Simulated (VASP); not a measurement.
# CdF2 (Fm-3m) in VASP: further runs, part 2 of 3

VASP 6.6.1. The steps go on from the part before.

### 3 Single point, PBE+D3(BJ) (volume scaled by 0.91)

INCAR reads:

```
SYSTEM = CdF2
PREC = Accurate ; ENCUT = 520
EDIFF = 1E-7 ; ISMEAR = 0
SIGMA = 0.02 ; LREAL = .False.
LASPH = .True. ; NELM = 60
ALGO = Normal ; ISIF = 2
LWAVE = .False. ; LCHARG = .False.
GGA = PE ; IVDW = 12
NBANDS = 20
```

KPOINTS reads:

```
Automatic mesh
0
Gamma
  8 8 8
  0 0 0
```

POSCAR reads:

```
CdF2
1.0
    0.0000000000      2.6379932570      2.6379932570
    2.6379932570      0.0000000000      2.6379932570
    2.6379932570      2.6379932570      0.0000000000
Cd F
1 2
Direct
    0.0000000000      0.0000000000      0.0000000000
    0.2500000000      0.2500000000      0.2500000000
    0.7500000000      0.7500000000      0.7500000000
```

Potentials or basis: VASP PAW PBE potentials, release 64 (Cd, F).

Started as:

```sh
$ cat potpaw_PBE.64/Cd/POTCAR potpaw_PBE.64/F/POTCAR > POTCAR
$ mpirun -np 1 vasp_std > vasp.out
```

OUTCAR:

```text
SYSTEM = CdF2
   PREC = Accurate
   ENCUT = 520
   EDIFF = 1E-7
   ISMEAR = 0
   LREAL = .False.
   LASPH = .True.
   NELM = 60
   ISIF = 2
   GGA = PE
   IVDW = 12
 IVDW          = 12

 ion  position               nearest neighbor table
   1  0.000  0.000  0.000-   3 2.28   2 2.28   3 2.28   2 2.28   3 2.28   3 2.28   2 2.28   2 2.28

   2  0.250  0.250  0.250-   1 2.28   1 2.28   1 2.28   1 2.28
   3  0.750  0.750  0.750-   1 2.28   1 2.28   1 2.28   1 2.28

  LATTYP: Found a face centered cubic cell.
 ALAT       =     5.2759865140

  Lattice vectors:

 A1 = (   0.0000000000,   2.6379932570,   2.6379932570)
 A2 = (   2.6379932570,   0.0000000000,   2.6379932570)
 A3 = (   2.6379932570,   2.6379932570,   0.0000000000)

Analysis of symmetry for initial positions (statically):
=====================================================================
 Subroutine PRICEL returns:
 Original cell was already a primitive cell.

 Routine SETGRP: Setting up the symmetry group for a
 face centered cubic supercell.

 Subroutine GETGRP returns: Found 48 space group operations
 (whereof 48 operations were pure point group operations)
 out of a pool of 48 trial point group operations.

The static configuration has the point symmetry O_h .

Analysis of symmetry for dynamics (positions and initial velocities):
=====================================================================
 Subroutine PRICEL returns:
 Original cell was already a primitive cell.

 Routine SETGRP: Setting up the symmetry group for a
 face centered cubic supercell.

 Subroutine GETGRP returns: Found 48 space group operations
 (whereof 48 operations were pure point group operations)
 out of a pool of 48 trial point group operations.

The dynamic configuration has the point symmetry O_h .

 Subroutine INISYM returns: Found 48 space group operations
 (whereof 48 operations are pure point group operations),
 and found     1 'primitive' translations

----------------------------------------------------------------------------------------

                                     Primitive cell

  volume of cell :      36.7156

  direct lattice vectors                    reciprocal lattice vectors
     0.000000000  2.637993257  2.637993257    -0.189538013  0.189538013  0.189538013
     2.637993257  0.000000000  2.637993257     0.189538013 -0.189538013  0.189538013
     2.637993257  2.637993257  0.000000000     0.189538013  0.189538013 -0.189538013

  length of vectors
     3.730685841  3.730685841  3.730685841     0.328289468  0.328289468  0.328289468

  position of ions in fractional coordinates (direct lattice)
     0.000000000  0.000000000  0.000000000
     0.250000000  0.250000000  0.250000000
     0.750000000  0.750000000  0.750000000

  ion indices of the primitive-cell ions
   primitive index   ion index
                 1           1
                 2           2
                 3           3

----------------------------------------------------------------------------------------

 KPOINTS: Automatic mesh

Automatic generation of k-mesh.
 Grid dimensions read from file:
 generate k-points for:    8    8    8

 Generating k-lattice:

  Cartesian coordinates                     Fractional coordinates (reciprocal lattice)
    -0.023692252  0.023692252  0.023692252     0.125000000  0.000000000  0.000000000
     0.023692252 -0.023692252  0.023692252     0.000000000  0.125000000  0.000000000
     0.023692252  0.023692252 -0.023692252     0.000000000  0.000000000  0.125000000

  Length of vectors
     0.041036184  0.041036184  0.041036184

  Shift w.r.t. Gamma in fractional coordinates (k-lattice)
     0.000000000  0.000000000  0.000000000

 Subroutine IBZKPT returns following result:
 ===========================================

 Found     29 irreducible k-points:

 Following reciprocal coordinates:
            Coordinates               Weight
  0.000000  0.000000  0.000000      1.000000
  0.125000  0.000000  0.000000      8.000000
  0.250000  0.000000  0.000000      8.000000
  0.375000  0.000000  0.000000      8.000000
  0.500000  0.000000  0.000000      4.000000
  0.125000  0.125000  0.000000      6.000000
[... 16 lines left out ...]
  0.500000  0.250000  0.125000     48.000000
 -0.375000  0.250000  0.125000     24.000000
 [... further k-points ...]
   k-points           NKPTS =     29   k-points in BZ     NKDIM =     29   number of bands    NBANDS=     20
   number of dos      NEDOS =    301   number of ions     NIONS =      3
   total plane-waves  NPLWV =  21952
   dimension x,y,z NGX =    28 NGY =   28 NGZ =   28
   dimension x,y,z NGXF=    56 NGYF=   56 NGZF=   56
   ions per type =               1   2
   NGX,Y,Z   is equivalent  to a cutoff of  12.48, 12.48, 12.48 a.u.
   NGXF,Y,Z  is equivalent  to a cutoff of  24.95, 24.95, 24.95 a.u.
 SYSTEM =  CdF2
   PREC   = accura    normal or accurate (medium, high low for compatibility)
   ISTART =      0    job   : 0-new  1-cont  2-samecut
   ICHARG =      2    charge: 1-file 2-atom 10-const
   ISPIN  =      1    spin polarized calculation?
   LNONCOLLINEAR =      F non collinear calculations
   LSORBIT =      F    spin-orbit coupling
   LASPH  =      T    aspherical Exc in radial PAW
   ENCUT  =  520.0 eV  38.22 Ry    6.18 a.u.   6.94  6.94  6.94*2*pi/ulx,y,z
   NELM   =     60;   NELMIN=  2; NELMDL= -5     # of ELM steps
   EDIFF  = 0.1E-06   stopping-criterion for ELM
   LREAL  =      F    real-space projection
   EDIFFG = 0.1E-05   stopping-criterion for IOM
   NSW    =      0    number of steps for IOM
   IBRION =     -1    ionic relax: 0-MD 1-quasi-New 2-CG
   NFREE  =      0    steps in history (QN), initial steepest desc. (CG)
   ISIF   =      2    stress and relaxation
   ISYM   =      2    0-nonsym 1-usesym 2-fastsym
   POTIM  = 0.5000    time-step for ionic-motion
   TEBEG  =    0.0;   TEEND  =   0.0 temperature during run
   PSTRESS=    0.0 pullay stress
   NELECT =      26.0000    total number of electrons
   NUPDOWN=      -1.0000    fix difference up-down
   EMIN   =  10.00;   EMAX   =-10.00  energy-range for DOS
   EFERMI =   0.00;   METHOD = LEGACY
   ISMEAR =     0;   SIGMA  =   0.02  broadening in eV -4-tet -1-fermi 0-gaus
   EFERMI_NEDOS =   21; number of points for ismear=-14 and -15
   IALGO  =     38    algorithm
   IMIX   =      4    mixing-type and parameters
     AMIX     =   0.40;   BMIX     =  1.00
     AMIX_MAG =   1.60;   BMIX_MAG =  1.00
  volume/ion in A,a.u.               =      12.24        82.59
  Fermi-wavevector in a.u.,A,eV,Ry     =   1.459203  2.757493 28.970508  2.129272
  Thomas-Fermi vector in A             =   2.575797
   LORBIT       =      0    0 simple, 1 ext, 2 COOP (PROOUT), +10 PAW based schemes
   GGA     = PE    functional components
   LHFCALC =     F    Hartree Fock is set to
   AEXX    =    0.0000 exact exchange contribution
   IVDW    =    12    specifies the selected vdW correction
   LEPSILON=     F    determine dielectric tensor
   LRPA    =     F    only Hartree local field effects (RPA)
 non-spin polarized calculation
 Gauss-broadening in eV      SIGMA  =   0.02
  energy-cutoff  :      520.00
  volume of cell :       36.72
 maximum number of plane-waves:       999
   NGX = 13   NGY = 13   NGZ = 13

 number of electron      26.0000022 magnetization

 Free energy of the ion-electron system (eV)
  ---------------------------------------------------
  ext. energy  EPLUGINS =         0.00000000
  ---------------------------------------------------
  free energy    TOTEN  =       -10.69841116 eV

  energy without entropy =      -10.69841116  energy(sigma->0) =      -10.69841116

 E-fermi :  -0.5933     XC(G=0): -10.7599

 val. band max:       -0.8079102534   @ k =  -0.2500   0.5000   0.2500
 cond. band min:       2.4853365312   @ k =   0.0000   0.0000   0.0000
 fundamental gap:      3.2932467846
 Fermi energy:        -0.5932791589

 k-point     1 :       0.0000    0.0000    0.0000
  band No.  band energies     occupation
      1     -21.9914      2.00000
      2     -20.6961      2.00000
      3      -6.6570      2.00000
      4      -6.6570      2.00000
      5      -6.6570      2.00000
      6      -5.1527      2.00000
[... 12 lines left out ...]
     19      19.5439      0.00000
[... 513 lines left out ...]
      4      -5.9841      2.00000
      5      -5.2824      2.00000
      6      -5.2183      2.00000
[... 12 lines left out ...]
     19      18.3598      0.00000
     20      21.9771      0.00000

 [... further k-points ...]

------------------------ aborting loop because EDIFF is reached ----------------------------------------

 Edisp (eV)   -0.53530

 E8    (eV) :    -0.2020

  FORCE on cell =-STRESS in cart. coord.  units (eV):
  Direction    XX          YY          ZZ          XY          YZ          ZX
  --------------------------------------------------------------------------------------
  -------------------------------------------------------------------------------------
  Total       2.94290     2.94290     2.94290     0.00000    -0.00000     0.00000
  in kB     128.42070   128.42070   128.42070     0.00000    -0.00000     0.00000
  external pressure =      128.42 kB  Pullay stress =        0.00 kB

 VOLUME and BASIS-vectors are now :
 -----------------------------------------------------------------------------
  energy-cutoff  :      520.00
  volume of cell :       36.72
      direct lattice vectors                 reciprocal lattice vectors
     0.000000000  2.637993257  2.637993257    -0.189538013  0.189538013  0.189538013
     2.637993257  0.000000000  2.637993257     0.189538013 -0.189538013  0.189538013
     2.637993257  2.637993257  0.000000000     0.189538013  0.189538013 -0.189538013

 POSITION                                       TOTAL-FORCE (eV/Angst)
 -----------------------------------------------------------------------------------
      0.00000      0.00000      0.00000        -0.000000     -0.000000     -0.000000
      1.31900      1.31900      1.31900        -0.000000     -0.000000     -0.000000
      3.95699      3.95699      3.95699         0.000000      0.000000      0.000000
 -----------------------------------------------------------------------------------
    total drift:                                0.000000      0.000000      0.000000

  FREE ENERGIE OF THE ION-ELECTRON SYSTEM (eV)
  ---------------------------------------------------
  free  energy   TOTEN  =       -11.2337102827 eV

  energy  without entropy=      -11.2337102827  energy(sigma->0) =      -11.23371028
```

OSZICAR:

```text
N       E                     dE             d eps       ncg     rms          rms(c)
DAV:   1     0.203871100642E+03    0.20387E+03   -0.15598E+04  1168   0.134E+03
DAV:   2    -0.408165993350E+01   -0.20795E+03   -0.19898E+03  1244   0.354E+02
DAV:   3    -0.122987064685E+02   -0.82170E+01   -0.81952E+01  1316   0.779E+01
DAV:   4    -0.123328095293E+02   -0.34103E-01   -0.34101E-01  1252   0.507E+00
DAV:   5    -0.123329319029E+02   -0.12237E-03   -0.12237E-03  1320   0.273E-01    0.113E+01
DAV:   6    -0.106642118618E+02    0.16687E+01   -0.37430E+00  1464   0.354E+01    0.832E+00
DAV:   7    -0.107091603171E+02   -0.44948E-01   -0.84735E-01  1188   0.839E+00    0.476E+00
DAV:   8    -0.107051154438E+02    0.40449E-02   -0.11279E-01  1208   0.341E+00    0.657E-01
DAV:   9    -0.106977241059E+02    0.73913E-02   -0.28279E-02  1408   0.234E+00    0.817E-02
DAV:  10    -0.106983040624E+02   -0.57996E-03   -0.26939E-03  1196   0.533E-01    0.113E-01
DAV:  11    -0.106983958854E+02   -0.91823E-04   -0.83852E-05  1240   0.803E-02    0.308E-02
DAV:  12    -0.106984096516E+02   -0.13766E-04   -0.15552E-05  1212   0.456E-02    0.177E-02
DAV:  13    -0.106984113538E+02   -0.17022E-05   -0.75088E-06  1236   0.226E-02    0.318E-03
DAV:  14    -0.106984111322E+02    0.22164E-06   -0.71606E-07  1304   0.905E-03    0.768E-04
DAV:  15    -0.106984111581E+02   -0.25969E-07   -0.48154E-08   920   0.229E-03
   1 F= -.11233710E+02 E0= -.11233710E+02  d E =-.127427E-53
```

It took 35 s on 1 thread of Intel Xeon Platinum 8259CL at 2.50GHz (Skylake/Cascade Lake), shared host; peak memory 0.17 GiB.

Results:

```yaml
Free_energy: -11.2337 eV
Pressure: 12.8 GPa
Band_gap_on_the_k_mesh: 3.29 eV, indirect (least direct gap 3.70 eV)
Dispersion_energy_per_atom: -0.178 eV
```

Caveat: the cell differs from its parent crystal (volume scaled by 0.91).

### 4 Single point, PBE+D3(BJ) (volume scaled by 0.94)

INCAR reads:

```
SYSTEM = CdF2
PREC = Accurate ; ENCUT = 520
EDIFF = 1E-6 ; ISMEAR = 0
SIGMA = 0.02 ; LREAL = .FALSE.
LASPH = .TRUE. ; NELM = 100
ALGO = Normal ; ISIF = 2
LWAVE = .FALSE. ; LCHARG = .TRUE.
GGA = PE ; IVDW = 12
LELF = .TRUE. ; LVHAR = .TRUE.
NBANDS = 20
```

KPOINTS reads:

```
Automatic mesh
0
G
  8 8 8
  0 0 0
```

POSCAR reads:

```
CdF2
1.0
    0.0000000000      2.6666693433      2.6666693433
    2.6666693433      0.0000000000      2.6666693433
    2.6666693433      2.6666693433      0.0000000000
Cd F
1 2
Direct
    0.0000000000      0.0000000000      0.0000000000
    0.2500000000      0.2500000000      0.2500000000
    0.7500000000      0.7500000000      0.7500000000
```

Potentials or basis: VASP PAW PBE potentials, release 64 (Cd, F).

Started as:

```sh
$ cat potpaw_PBE.64/Cd/POTCAR potpaw_PBE.64/F/POTCAR > POTCAR
$ mpirun -np 1 vasp_std > vasp.out
```

OUTCAR:

```text
SYSTEM = CdF2
   PREC = Accurate
   ENCUT = 520
   EDIFF = 1E-6
   ISMEAR = 0
   LREAL = .FALSE.
   LASPH = .TRUE.
   NELM = 100
   ISIF = 2
   GGA = PE
   IVDW = 12
 IVDW          = 12

 ion  position               nearest neighbor table
   1  0.000  0.000  0.000-   3 2.31   3 2.31   3 2.31   2 2.31   3 2.31   2 2.31   2 2.31   2 2.31

   2  0.250  0.250  0.250-   1 2.31   1 2.31   1 2.31   1 2.31
   3  0.750  0.750  0.750-   1 2.31   1 2.31   1 2.31   1 2.31

  LATTYP: Found a face centered cubic cell.
 ALAT       =     5.3333386866

  Lattice vectors:

 A1 = (   0.0000000000,   2.6666693433,   2.6666693433)
 A2 = (   2.6666693433,   0.0000000000,   2.6666693433)
 A3 = (   2.6666693433,   2.6666693433,   0.0000000000)

Analysis of symmetry for initial positions (statically):
=====================================================================
 Subroutine PRICEL returns:
 Original cell was already a primitive cell.

 Routine SETGRP: Setting up the symmetry group for a
 face centered cubic supercell.

 Subroutine GETGRP returns: Found 48 space group operations
 (whereof 48 operations were pure point group operations)
 out of a pool of 48 trial point group operations.

[... 163 lines left out ...]

 E-fermi :  -0.8977     XC(G=0): -10.5798

 val. band max:       -1.0738834813   @ k =  -0.2500   0.5000   0.2500
 cond. band min:       2.1033281156   @ k =   0.0000   0.0000   0.0000
 fundamental gap:      3.1772115969
 Fermi energy:        -0.8977472857

 k-point     1 :       0.0000    0.0000    0.0000
  band No.  band energies     occupation
      1     -22.0558      2.00000
      2     -20.8605      2.00000
      3      -6.7930      2.00000
      4      -6.7930      2.00000
      5      -6.7930      2.00000
      6      -5.4465      2.00000
[... 541 lines left out ...]
     19      17.8614      0.00000
     20      21.4569      0.00000

 [... further k-points ...]

------------------------ aborting loop because EDIFF is reached ----------------------------------------

 Edisp (eV)   -0.51803

 E8    (eV) :    -0.1957

  FORCE on cell =-STRESS in cart. coord.  units (eV):
  Direction    XX          YY          ZZ          XY          YZ          ZX
  --------------------------------------------------------------------------------------
  -------------------------------------------------------------------------------------
  Total       1.90518     1.90518     1.90518     0.00000    -0.00000     0.00000
  in kB      80.48372    80.48372    80.48372     0.00000    -0.00000     0.00000
  external pressure =       80.48 kB  Pullay stress =        0.00 kB

 VOLUME and BASIS-vectors are now :
 -----------------------------------------------------------------------------
  energy-cutoff  :      520.00
  volume of cell :       37.93
      direct lattice vectors                 reciprocal lattice vectors
     0.000000000  2.666669343  2.666669343    -0.187499812  0.187499812  0.187499812
     2.666669343  0.000000000  2.666669343     0.187499812 -0.187499812  0.187499812
     2.666669343  2.666669343  0.000000000     0.187499812  0.187499812 -0.187499812

 POSITION                                       TOTAL-FORCE (eV/Angst)
 -----------------------------------------------------------------------------------
      0.00000      0.00000      0.00000        -0.000000     -0.000000     -0.000000
      1.33333      1.33333      1.33333        -0.000000     -0.000000     -0.000000
      4.00000      4.00000      4.00000         0.000000      0.000000      0.000000
 -----------------------------------------------------------------------------------
    total drift:                                0.000000      0.000000      0.000000

  FREE ENERGIE OF THE ION-ELECTRON SYSTEM (eV)
  ---------------------------------------------------
  free  energy   TOTEN  =       -11.3147790466 eV

  energy  without entropy=      -11.3147790466  energy(sigma->0) =      -11.31477905
```

Wall time 34 s (1 thread of Intel Xeon Platinum 8259CL at 2.50GHz (Skylake/Cascade Lake), shared host); peak memory 0.17 GiB.

What came out:

```yaml
Free_energy: -11.3148 eV
Pressure: 8.0 GPa
Band_gap_on_the_k_mesh: 3.18 eV, indirect (least direct gap 3.64 eV)
Dispersion_energy_per_atom: -0.173 eV
```

Levels at points of the mesh, in eV from the valence-band top:
| k point | band 9 | band 10 | band 11 | band 12 | band 13 | band 14 | band 15 | band 16 | band 17 | band 18 |
| --- | --- | --- | --- | --- | --- | --- | --- | --- | --- | --- |
| (0.00, 0.00, 0.00) | -1.05 | -1.05 | -0.46 | -0.46 | -0.46 | 3.18 | 12.85 | 12.85 | 12.85 | 17.92 |
| (0.50, 0.00, 0.00) | -2.41 | -1.96 | -1.96 | -0.37 | -0.37 | 7.41 | 9.26 | 14.77 | 14.77 | 18.40 |
| (0.50, 0.50, 0.00) | -3.12 | -3.12 | -0.56 | -0.09 | -0.09 | 8.26 | 9.82 | 11.98 | 14.56 | 14.56 |

Caveat: the cell differs from its parent crystal (volume scaled by 0.94).

### 5 Single point, PBE+D3(BJ)

This run uses another cell than the first one, of 13.03 Å³/atom, 1.101 times its volume.

INCAR reads:

```
SYSTEM = CdF2
PREC = Accurate
ENCUT = 520
EDIFF = 1E-6
ISMEAR = 0
SIGMA = 0.02
LREAL = .FALSE.
LASPH = .TRUE.
NELM = 100
ALGO = Normal
ISIF = 2
LWAVE = .FALSE.
LCHARG = .FALSE.
GGA = PE
IVDW = 12
NBANDS = 20
```

KPOINTS is that of step 4.

POSCAR reads:

```
CdF2
1.0
    0.0000000000      2.6940000000      2.6940000000
    2.6940000000      0.0000000000      2.6940000000
    2.6940000000      2.6940000000      0.0000000000
Cd F
1 2
Direct
    0.0000000000      0.0000000000      0.0000000000
    0.2500000000      0.2500000000      0.2500000000
    0.7500000000      0.7500000000      0.7500000000
```

Started as:

```sh
$ cat potpaw_PBE.64/Cd/POTCAR potpaw_PBE.64/F/POTCAR > POTCAR
$ mpirun -np 1 vasp_std > vasp.out
```

It took 34 s on 1 thread of Intel Xeon Platinum 8259CL at 2.50GHz (Skylake/Cascade Lake), shared host; peak memory 0.17 GiB.

Results (log left out):

```yaml
Free_energy: -11.3616 eV
Pressure: 4.1 GPa
Band_gap_on_the_k_mesh: 3.07 eV, indirect (least direct gap 3.57 eV)
Dispersion_energy_per_atom: -0.167 eV
```

Levels at points of the mesh, in eV from the valence-band top:
```
           k point  band 9  band 10  band 11  band 12  band 13  band 14  band 15  band 16  band 17  band 18
(0.00, 0.00, 0.00)   -0.97    -0.97    -0.50    -0.50    -0.50     3.07    12.70    12.70    12.70    17.64
(0.50, 0.00, 0.00)   -2.27    -1.84    -1.84    -0.40    -0.40     7.17     9.16    14.50    14.50    18.19
(0.50, 0.50, 0.00)   -2.96    -2.96    -0.50    -0.09    -0.09     8.00     9.65    11.92    14.29    14.29
```

(Part 2 of 3 ends here.)
